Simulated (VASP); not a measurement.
# CaZnBr4 (F-43m) in VASP: notebook

Runs on CaZnBr4. Level: PBE. Tasks: single point, relaxation of cell and atoms.

All numbers are computed with VASP 6.6.1; they aren't measurements. Logs are shortened: lines on timing, memory, paths and dates and some standing lists are left out, and cuts for length are marked.

### 1 The cell of the first run

Symmetry: F-43m, No. 216, cubic system. The conventional cell has a = 9.038 Å, b = 9.038 Å, c = 9.038 Å, α = 90.00°, β = 90.00°, γ = 90.00°. Within 4.9 Å of Ca (site symmetry -43m) lie 12 Br at 3.75 Å and 4 Zn at 3.91 Å. Zn (site symmetry -43m) has 12 Br at 3.75 Å and 4 Ca at 3.91 Å within 4.9 Å. Within 4.2 Å of Br (site symmetry 3m) lie 6 Br at 3.19 to 3.20 Å and 3 Ca at 3.75 Å and 3 Zn at 3.75 Å.

### 2 Single point, PBE

INCAR

```
SYSTEM = CaZnBr4
PREC = Accurate
ENCUT = 520
EDIFF = 1E-6
ISMEAR = 0
SIGMA = 0.1
LREAL = .False.
LASPH = .True.
NELM = 100
ALGO = Normal
ISIF = 2
LWAVE = .False.
LCHARG = .False.
GGA = PE
NBANDS = 34
```

KPOINTS

```
regular mesh
0
Gamma
  8 8 8
  0 0 0
```

POSCAR

```
CaZnBr4
1.0
    0.0000000000      4.5188841062      4.5188841062
    4.5188841062      0.0000000000      4.5188841062
    4.5188841062      4.5188841062      0.0000000000
Ca Zn Br
1 1 4
Direct
    0.0000000000      0.0000000000      0.0000000000
    0.2500000000      0.2500000000      0.2500000000
    0.6253664383      0.1239006851      0.6253664383
    0.6253664383      0.6253664383      0.6253664383
    0.1239006851      0.6253664383      0.6253664383
    0.6253664383      0.6253664383      0.1239006851
```

Potentials or basis: VASP PAW PBE potentials, release 64 (Ca_sv, Zn, Br).

Started as:

```sh
$ cat potpaw_PBE.64/Ca_sv/POTCAR potpaw_PBE.64/Zn/POTCAR potpaw_PBE.64/Br/POTCAR > POTCAR
$ mpirun -np 1 vasp_std > vasp.out
```

OUTCAR:

```text
SYSTEM = CaZnBr4
   PREC = Accurate
   ENCUT = 520
   EDIFF = 1E-6
   ISMEAR = 0
   LREAL = .False.
   LASPH = .True.
   NELM = 100
   ISIF = 2
   GGA = PE

 ion  position               nearest neighbor table
   1  0.000  0.000  0.000-
   2  0.250  0.250  0.250-
   3  0.625  0.124  0.625-
   4  0.625  0.625  0.625-
   5  0.124  0.625  0.625-
   6  0.625  0.625  0.124-

  LATTYP: Found a face centered cubic cell.
 ALAT       =     9.0377682124

  Lattice vectors:

 A1 = (   0.0000000000,   4.5188841062,   4.5188841062)
 A2 = (   4.5188841062,   0.0000000000,   4.5188841062)
 A3 = (   4.5188841062,   4.5188841062,   0.0000000000)

Analysis of symmetry for initial positions (statically):
=====================================================================
 Subroutine PRICEL returns:
 Original cell was already a primitive cell.

 Routine SETGRP: Setting up the symmetry group for a
 face centered cubic supercell.

 Subroutine GETGRP returns: Found 24 space group operations
 (whereof 24 operations were pure point group operations)
 out of a pool of 48 trial point group operations.

The static configuration has the point symmetry T_d .

Analysis of symmetry for dynamics (positions and initial velocities):
=====================================================================
 Subroutine PRICEL returns:
 Original cell was already a primitive cell.

 Routine SETGRP: Setting up the symmetry group for a
 face centered cubic supercell.

 Subroutine GETGRP returns: Found 24 space group operations
 (whereof 24 operations were pure point group operations)
 out of a pool of 48 trial point group operations.

The dynamic configuration has the point symmetry T_d .

 Subroutine INISYM returns: Found 24 space group operations
 (whereof 24 operations are pure point group operations),
 and found     1 'primitive' translations

----------------------------------------------------------------------------------------

                                     Primitive cell

  volume of cell :     184.5541

  direct lattice vectors                    reciprocal lattice vectors
     0.000000000  4.518884106  4.518884106    -0.110646785  0.110646785  0.110646785
     4.518884106  0.000000000  4.518884106     0.110646785 -0.110646785  0.110646785
     4.518884106  4.518884106  0.000000000     0.110646785  0.110646785 -0.110646785
[... 87 lines left out ...]
   LNONCOLLINEAR =      F non collinear calculations
   LSORBIT =      F    spin-orbit coupling
   LASPH  =      T    aspherical Exc in radial PAW
   ENCUT  =  520.0 eV  38.22 Ry    6.18 a.u.  11.88 11.88 11.88*2*pi/ulx,y,z
   NELM   =    100;   NELMIN=  2; NELMDL= -5     # of ELM steps
   EDIFF  = 0.1E-05   stopping-criterion for ELM
   LREAL  =      F    real-space projection
   EDIFFG = 0.1E-04   stopping-criterion for IOM
   NSW    =      0    number of steps for IOM
   IBRION =     -1    ionic relax: 0-MD 1-quasi-New 2-CG
   NFREE  =      0    steps in history (QN), initial steepest desc. (CG)
   ISIF   =      2    stress and relaxation
   ISYM   =      2    0-nonsym 1-usesym 2-fastsym
   POTIM  = 0.5000    time-step for ionic-motion
   TEBEG  =    0.0;   TEEND  =   0.0 temperature during run
   PSTRESS=    0.0 pullay stress
   NELECT =      50.0000    total number of electrons
   NUPDOWN=      -1.0000    fix difference up-down
   EMIN   =  10.00;   EMAX   =-10.00  energy-range for DOS
   EFERMI =   0.00;   METHOD = LEGACY
   ISMEAR =     0;   SIGMA  =   0.10  broadening in eV -4-tet -1-fermi 0-gaus
   EFERMI_NEDOS =   21; number of points for ismear=-14 and -15
   IALGO  =     38    algorithm
   IMIX   =      4    mixing-type and parameters
     AMIX     =   0.40;   BMIX     =  1.00
     AMIX_MAG =   1.60;   BMIX_MAG =  1.00
  volume/ion in A,a.u.               =      30.76       207.57
  Fermi-wavevector in a.u.,A,eV,Ry     =   1.059311  2.001808 15.267649  1.122141
  Thomas-Fermi vector in A             =   2.194652
   LORBIT       =      0    0 simple, 1 ext, 2 COOP (PROOUT), +10 PAW based schemes
   GGA     = PE    functional components
   LHFCALC =     F    Hartree Fock is set to
   AEXX    =    0.0000 exact exchange contribution
   IVDW    =     0    specifies the selected vdW correction
   LEPSILON=     F    determine dielectric tensor
   LRPA    =     F    only Hartree local field effects (RPA)
 non-spin polarized calculation
 Gauss-broadening in eV      SIGMA  =   0.10
  energy-cutoff  :      520.00
  volume of cell :      184.55
 maximum number of plane-waves:      4992
   NGX = 23   NGY = 23   NGZ = 23

 number of electron      50.0000012 magnetization

 Free energy of the ion-electron system (eV)
  ---------------------------------------------------
  ext. energy  EPLUGINS =         0.00000000
  ---------------------------------------------------
  free energy    TOTEN  =       -10.76208907 eV

  energy without entropy =      -10.71701527  energy(sigma->0) =      -10.73955217

 E-fermi :   1.3887     XC(G=0):  -8.4304

 val. band max:        1.3666024009   @ k =  -0.2500   0.1250   0.0000
 cond. band min:       1.4008955399   @ k =   0.3750   0.1250   0.0000
 fundamental gap:      0.0342931390
 Fermi energy:         1.3886527351

 k-point     1 :       0.0000    0.0000    0.0000
  band No.  band energies     occupation
      1     -41.8108      2.00000
      2     -22.7175      2.00000
      3     -22.7175      2.00000
      4     -22.7175      2.00000
      5     -13.8557      2.00000
      6     -12.4616      2.00000
[... 877 lines left out ...]
     33       5.0964      0.00000
     34       5.8481      0.00000

 [... further k-points ...]
[... 5 lines left out ...]
  --------------------------------------------------------------------------------------
  -------------------------------------------------------------------------------------
  Total       -0.0184557     -0.0184557     -0.0184557      0.0000000      0.0000000      0.0000000
  in kB       -0.1602205     -0.1602205     -0.1602205      0.0000000      0.0000000      0.0000000
  external PRESSURE =      -0.1602205 kB  Pullay stress =       0.0000000 kB

 VOLUME and BASIS-vectors are now :
 -----------------------------------------------------------------------------
  energy-cutoff  :      520.00
  volume of cell :      184.55
      direct lattice vectors                 reciprocal lattice vectors
     0.000000000  4.518884106  4.518884106    -0.110646785  0.110646785  0.110646785
     4.518884106  0.000000000  4.518884106     0.110646785 -0.110646785  0.110646785
     4.518884106  4.518884106  0.000000000     0.110646785  0.110646785 -0.110646785

 POSITION                                       TOTAL-FORCE (eV/Angst)
 -----------------------------------------------------------------------------------
      0.00000      0.00000      0.00000         0.000000      0.000000      0.000000
      2.25944      2.25944      2.25944         0.000000      0.000000      0.000000
      3.38585      5.65192      3.38585         0.005671     -0.005671      0.005671
      5.65192      5.65192      5.65192        -0.005671     -0.005671     -0.005671
      5.65192      3.38585      3.38585        -0.005671      0.005671      0.005671
      3.38585      3.38585      5.65192         0.005671      0.005671     -0.005671
 -----------------------------------------------------------------------------------
    total drift:                                0.000000      0.000000      0.000000

  FREE ENERGIE OF THE ION-ELECTRON SYSTEM (eV)
  ---------------------------------------------------
  free  energy   TOTEN  =       -10.7620890736 eV

  energy  without entropy=      -10.7170152706  energy(sigma->0) =      -10.73955217
```

OSZICAR:

```text
N       E                     dE             d eps       ncg     rms          rms(c)
DAV:   1     0.411284874333E+03    0.41128E+03   -0.21612E+04  1972   0.138E+03
DAV:   2     0.362786345340E+02   -0.37501E+03   -0.35549E+03  2264   0.321E+02
DAV:   3    -0.961377819046E+01   -0.45892E+02   -0.44692E+02  2420   0.109E+02
DAV:   4    -0.116023650045E+02   -0.19886E+01   -0.19316E+01  2816   0.213E+01
DAV:   5    -0.116596214665E+02   -0.57256E-01   -0.57049E-01  2824   0.308E+00    0.951E+00
DAV:   6    -0.109609708048E+02    0.69865E+00   -0.14805E+01  2734   0.179E+01    0.525E+00
DAV:   7    -0.108204703448E+02    0.14050E+00   -0.53012E-01  2600   0.516E+00    0.315E+00
DAV:   8    -0.107622742387E+02    0.58196E-01   -0.16934E-01  2558   0.209E+00    0.852E-01
DAV:   9    -0.107619798233E+02    0.29442E-03   -0.23392E-02  2730   0.816E-01    0.322E-01
DAV:  10    -0.107619474648E+02    0.32358E-04   -0.41582E-03  2776   0.352E-01    0.654E-02
DAV:  11    -0.107620793120E+02   -0.13185E-03   -0.39051E-04  2300   0.100E-01    0.225E-02
DAV:  12    -0.107620876627E+02   -0.83507E-05   -0.73424E-05  2708   0.561E-02    0.870E-03
DAV:  13    -0.107620890623E+02   -0.13995E-05   -0.11913E-05  2422   0.251E-02    0.309E-03
DAV:  14    -0.107620890736E+02   -0.11376E-07   -0.95704E-07  1562   0.736E-03
   1 F= -.10762089E+02 E0= -.10739552E+02  d E =-.450738E-01
```

stdout:

```text
POSCAR found type information on POSCAR CaZnBr
 POSCAR found :  3 types and       6 ions
 scaLAPACK will be used
 LDA part: xc-table for (Slater+PW92), standard interpolation
 POSCAR, INCAR and KPOINTS ok, starting setup
 FFT: planning ... GRIDC
 FFT: planning ... GRID_SOFT
 FFT: planning ... GRID
 WAVECAR not read
 entering main loop
```

Run time: 84 s. Hardware: 1 thread of Intel Xeon 6975P-C (Granite Rapids), shared host; peak memory 0.42 GiB.

What came out:

- Free energy: -10.7621 eV
- Pressure: 0.0 GPa
- Largest force: 0.010 eV/Å
- Band gap on the k mesh: zero (band 25 reaches 1.68 eV, above the bottom of band 26 at 1.14 eV)

Forces in eV/Å, atoms in the order of the input:
```
Ca   0.000  0.000  0.000
Zn   0.000  0.000  0.000
Br   0.006 -0.006  0.006
Br  -0.006 -0.006 -0.006
Br  -0.006  0.006  0.006
Br   0.006  0.006 -0.006
```

Levels at points of the mesh, in eV from the Fermi level:
```tsv
k point	band 21	band 22	band 23	band 24	band 25	band 26	band 27	band 28	band 29	band 30
(0.00, 0.00, 0.00)	-0.46	-0.46	-0.46	0.29	0.29	0.29	2.05	2.05	2.05	2.70
(0.50, 0.00, 0.00)	-2.02	-2.02	-0.85	-0.45	0.18	0.18	1.83	2.31	2.31	2.50
(0.50, 0.50, 0.00)	-2.01	-2.01	-1.95	-0.40	0.06	0.06	2.04	2.13	2.13	2.52
```

### 3 Relaxation of cell and atoms, PBE

INCAR

```
SYSTEM = CaZnBr4
PREC     = Accurate       ! precision mode
ENCUT    = 600            ! plane-wave cutoff, eV
EDIFF    = 1E-6           ! SCF threshold, eV
ISMEAR   = 0              ! smearing method
SIGMA    = 0.1            ! smearing width, eV
LREAL    = .FALSE.        ! projectors in reciprocal space
LASPH    = .TRUE.         ! aspherical terms in the spheres
NELM     = 100            ! most SCF steps
ALGO     = Normal         ! electronic algorithm
ISIF     = 3              ! what is computed and relaxed
LWAVE    = .FALSE.        ! write WAVECAR
LCHARG   = .FALSE.        ! write CHGCAR
GGA      = PE             ! functional
IBRION   = 2              ! ionic algorithm
NSW      = 100            ! ionic steps
EDIFFG   = -0.01          ! ionic threshold
```

KPOINTS

```
regular mesh
0
G
  8 8 8
  0 0 0
```

POSCAR is that of step 2.

Potentials or basis: VASP PAW PBE potentials, release 64 (Ca_sv, Zn, Br).

Started as:

```sh
$ cat potpaw_PBE.64/Ca_sv/POTCAR potpaw_PBE.64/Zn/POTCAR potpaw_PBE.64/Br/POTCAR > POTCAR
$ mpirun -np 1 vasp_std > vasp.out
```

It took 2.3 min on 1 thread of Intel Xeon 6975P-C (Granite Rapids), shared host; peak memory 0.52 GiB.

Results (log left out):

```yaml
Free_energy: -10.7624 eV
Pressure_after_relaxing: 0.0 GPa
Largest_force_after_relaxing: 0.010 eV/Å
Band_gap_on_the_k_mesh: zero (band 25 reaches 1.68 eV, above the bottom of band 26 at 1.14 eV)
```

Forces on the atoms (eV/Å):
```
Ca   0.000  0.000  0.000
Zn   0.000  0.000  0.000
Br   0.006 -0.006  0.006
Br  -0.006 -0.006 -0.006
Br  -0.006  0.006  0.006
Br   0.006  0.006 -0.006
```

Final structure:
```
CELL_PARAMETERS angstrom
0.00000 4.51888 4.51888
4.51888 0.00000 4.51888
4.51888 4.51888 0.00000
ATOMIC_POSITIONS crystal
Ca 0.00000 0.00000 0.00000
Zn 0.25000 0.25000 0.25000
Br 0.62537 0.12390 0.62537
Br 0.62537 0.62537 0.62537
Br 0.12390 0.62537 0.62537
Br 0.62537 0.62537 0.12390
```

Levels at points of the mesh, in eV from the Fermi level:
```
           k point  band 23  band 24  band 25  band 26  band 27  band 28
(0.00, 0.00, 0.00)    -0.46     0.29     0.29     0.29     2.05     2.05
(0.50, 0.00, 0.00)    -0.85    -0.45     0.18     0.18     1.84     2.31
(0.50, 0.50, 0.00)    -1.95    -0.40     0.06     0.06     2.04     2.13
```

Caveat: the relaxation stopped at its first step, so nothing moved.
